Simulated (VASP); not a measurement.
# Sb (R-3m) in VASP: a series of runs, part 2 of 2

VASP 6.6.1. The steps go on from the part before.

## (5) Single point, LDA

This run uses another cell than the first one, of 30.81 Å³/atom, 1.020 times its volume.

The input, INCAR:

```
SYSTEM = Sb
PREC = Accurate
ENCUT = 500
EDIFF = 1E-6
ISMEAR = -1
SIGMA = 0.05
LREAL = .FALSE.
LASPH = .TRUE.
NELM = 120
ALGO = Normal
ISIF = 2
LWAVE = .FALSE.
LCHARG = .FALSE.
NBANDS = 22
GGA_COMPAT = .FALSE.
```

The input, KPOINTS:

```
regular mesh
0
G
  8 8 8
  0 0 0
```

The input, POSCAR:

```
Sb
1.0
    2.1684666409      1.2519647989      3.7828881425
   -2.1684666409      1.2519647989      3.7828881425
    0.0000000000     -2.5039295978      3.7828881425
Sb
2
Direct
    0.7665100000      0.7665100000      0.7665100000
    0.2334900000      0.2334900000      0.2334900000
```

Potentials or basis: VASP PAW LDA potentials, release 64 (Sb_d_GW).

Launch:

```bash
$ cat potpaw_LDA.64/Sb_d_GW/POTCAR > POTCAR
$ mpirun -np 1 vasp_std > vasp.out
```

OUTCAR:

```text
SYSTEM = Sb
   PREC = Accurate
   ENCUT = 500
   EDIFF = 1E-6
   ISMEAR = -1
   LREAL = .FALSE.
   LASPH = .TRUE.
   NELM = 120
   ISIF = 2

 ion  position               nearest neighbor table
   1  0.767  0.767  0.767-   2 2.93   2 2.93   2 2.93   2 3.38   2 3.38   2 3.38
   2  0.233  0.233  0.233-   1 2.93   1 2.93   1 2.93   1 3.38   1 3.38   1 3.38

  LATTYP: Found a trigonal (rhomboedric) cell.
 ALAT       =     4.5365081427
 COS(alpha) =     0.5430253624

  Lattice vectors:

 A1 = (   2.1684666409,   1.2519647989,   3.7828881425)
 A2 = (  -2.1684666409,   1.2519647989,   3.7828881425)
 A3 = (   0.0000000000,  -2.5039295978,   3.7828881425)

Analysis of symmetry for initial positions (statically):
=====================================================================
 Subroutine PRICEL returns:
 Original cell was already a primitive cell.

 Routine SETGRP: Setting up the symmetry group for a
 trigonal (rhombohedral) supercell.

 Subroutine GETGRP returns: Found 12 space group operations
 (whereof 12 operations were pure point group operations)
 out of a pool of 12 trial point group operations.

[... 153 lines left out ...]

 Free energy of the ion-electron system (eV)
  ---------------------------------------------------
  ext. energy  EPLUGINS =         0.00000000
  ---------------------------------------------------
  free energy    TOTEN  =        -9.63008113 eV

  energy without entropy =       -9.62731827  energy(sigma->0) =       -9.62869970

 E-fermi :   4.9873     XC(G=0): -10.0614

 val. band max:        4.9442304952   @ k =   0.3750   0.2500   0.2500
 cond. band min:       4.9930040853   @ k =   0.3750   0.1250   0.1250
 fundamental gap:      0.0487735901
 Fermi energy:         4.9872661997

 k-point     1 :       0.0000    0.0000    0.0000
  band No.  band energies     occupation
      1     -24.3796      2.00000
      2     -24.3796      2.00000
      3     -24.2938      2.00000
      4     -24.2938      2.00000
      5     -24.2707      2.00000
      6     -24.1867      2.00000
[... 589 lines left out ...]
     21      12.2444      0.00000
     22      13.9747      0.00000

 [... further k-points ...]
[... 5 lines left out ...]
  --------------------------------------------------------------------------------------
  -------------------------------------------------------------------------------------
  Total       -0.8456273     -0.8456273     -0.9378576      0.0000000     -0.0000000      0.0000000
  in kB      -21.9872014    -21.9872014    -24.3852879      0.0000000     -0.0000000      0.0000000
  external PRESSURE =     -22.7865636 kB  Pullay stress =       0.0000000 kB

 VOLUME and BASIS-vectors are now :
 -----------------------------------------------------------------------------
  energy-cutoff  :      500.00
  volume of cell :       61.62
      direct lattice vectors                 reciprocal lattice vectors
     2.168466641  1.251964799  3.782888143     0.230577677  0.133124084  0.088116096
    -2.168466641  1.251964799  3.782888143    -0.230577677  0.133124084  0.088116096
     0.000000000 -2.503929598  3.782888143     0.000000000 -0.266248167  0.088116096

 POSITION                                       TOTAL-FORCE (eV/Angst)
 -----------------------------------------------------------------------------------
      0.00000      0.00000      8.69886         0.000000      0.000000      0.076778
      0.00000      0.00000      2.64980         0.000000      0.000000     -0.076778
 -----------------------------------------------------------------------------------
    total drift:                                0.000000     -0.000000      0.000000

  FREE ENERGIE OF THE ION-ELECTRON SYSTEM (eV)
  ---------------------------------------------------
  free  energy   TOTEN  =        -9.6300811301 eV

  energy  without entropy=       -9.6273182692  energy(sigma->0) =       -9.62869970
```

stdout:

```text
POSCAR found type information on POSCAR Sb
 POSCAR found :  1 types and       2 ions
 scaLAPACK will be used
 LDA part: xc-table for (Slater(with rela. corr.)+CA(PZ))
 , standard interpolation
 POSCAR, INCAR and KPOINTS ok, starting setup
 FFT: planning ... GRIDC
 FFT: planning ... GRID_SOFT
 FFT: planning ... GRID
 WAVECAR not read
 entering main loop
```

It took 80 s on 1 thread of AMD EPYC 9R45 (Zen 5), shared host; peak memory 0.2 GiB.

Results:

```
Free energy            : -9.6301 eV
Pressure               : -2.3 GPa
Largest force          : 0.077 eV/Å
Band gap on the k mesh : zero (band 15 reaches 4.99 eV, above the bottom of band 16 at 4.69 eV)
```

Forces in eV/Å, atoms in the order of the input:
```
Sb   0.000  0.000  0.077
Sb   0.000  0.000 -0.077
```

Stress tensor (GPa, compression positive):
```
-2.20  0.00  0.00
 0.00 -2.20  0.00
 0.00  0.00 -2.44
```

Caveat: spin-orbit coupling is left out, which moves the levels of the heavy elements.

## (6) Single point, PBE

This run uses another cell than the first one, of 29.60 Å³/atom, 0.980 times its volume.

The input, INCAR:

```
SYSTEM = Sb
PREC = Accurate ; ENCUT = 520
EDIFF = 1E-7 ; ISMEAR = -1
SIGMA = 0.05 ; LREAL = .False.
LASPH = .True. ; NELM = 100
ALGO = Normal ; ISIF = 2
LWAVE = .False. ; LCHARG = .False.
GGA = PE ; NBANDS = 12
```

The input, KPOINTS:

```
Automatic mesh
0
Gamma
  8 8 8
  0 0 0
```

The input, POSCAR:

```
Sb
1.0
    2.1397418462      1.2353805309      3.7327777635
   -2.1397418462      1.2353805309      3.7327777635
    0.0000000000     -2.4707610619      3.7327777635
Sb
2
Direct
    0.7665100000      0.7665100000      0.7665100000
    0.2334900000      0.2334900000      0.2334900000
```

Potentials or basis: VASP PAW PBE potentials, release 64 (Sb).

Launch:

```bash
$ cat potpaw_PBE.64/Sb/POTCAR > POTCAR
$ mpirun -np 1 vasp_std > vasp.out
```

It took 44 s on 1 thread of Intel Xeon 6975P-C, shared host; peak memory 0.22 GiB.

It converged, with:

- Free energy: -8.2321 eV
- Pressure: 4.1 GPa
- Largest force: 0.316 eV/Å
- Band gap on the k mesh: zero (band 5 reaches 7.64 eV, above the bottom of band 6 at 7.34 eV)

Forces on the atoms (eV/Å):
```
Sb   0.000  0.000 -0.316
Sb   0.000  0.000  0.316
```

Stress tensor (GPa, compression positive):
```
4.39 0.00 0.00
0.00 4.39 0.00
0.00 0.00 3.51
```

Levels at points of the mesh, in eV from the Fermi level:
| k point | band 2 | band 3 | band 4 | band 5 | band 6 | band 7 | band 8 | band 9 |
| --- | --- | --- | --- | --- | --- | --- | --- | --- |
| (0.00, 0.00, 0.00) | -4.78 | -2.22 | -1.94 | -1.94 | 1.97 | 2.63 | 2.63 | 4.97 |
| (0.50, 0.00, 0.00) | -9.83 | -2.10 | -1.97 | -0.39 | -0.30 | 0.09 | 0.39 | 7.49 |
| (0.50, 0.50, 0.00) | -8.14 | -5.64 | -3.95 | -3.85 | 1.36 | 4.96 | 5.53 | 7.03 |
| (0.50, 0.50, 0.50) | -9.16 | -1.45 | -1.45 | -0.55 | 0.01 | 0.01 | 1.09 | 6.94 |

Caveat: spin-orbit coupling is left out, which moves the levels of the heavy elements.

## (7) The runs side by side

```tsv
level	potentials or basis	cell	k mesh	cutoff (eV)	second run	gap on the mesh (eV)	pressure (GPa)	largest force (eV/Å)
LDA	VASP PAW LDA potentials, release 64 (Sb_d_GW)	a = 4.507 Å, angles 57.1°, 2 atoms	4 × 4 × 4	500	valence_matched	0.09	-1.1	0.23
PBEsol	VASP PAW PBE potentials, release 64 (Sb)	a = 4.453 Å, angles 55.4°, 2 atoms	8 × 8 × 8	500	-	none	6.3	0.69
PBEsol	VASP PAW PBE potentials, release 64 (Sb)	a = 4.479 Å, angles 56.2°, 2 atoms	8 × 8 × 8	500	-	none	3.0	0.40
LDA	VASP PAW LDA potentials, release 64 (Sb_d_GW)	a = 4.537 Å, angles 57.1°, 2 atoms	8 × 8 × 8	500	valence_matched	none	-2.3	0.08
PBE	VASP PAW PBE potentials, release 64 (Sb)	a = 4.476 Å, angles 57.1°, 2 atoms	8 × 8 × 8	520	-	none	4.1	0.32
```

Alike in all rows: task single point; no spin polarisation; smearing fermi-dirac 0.05 eV.

Caveats: some runs use coarse meshes; spin-orbit coupling is left out, which moves the levels of the heavy elements; the PAW data sets were made with another functional, which shifts forces and pressure a little (some runs).

Absolute energies hang on the potentials; compare differences alone.
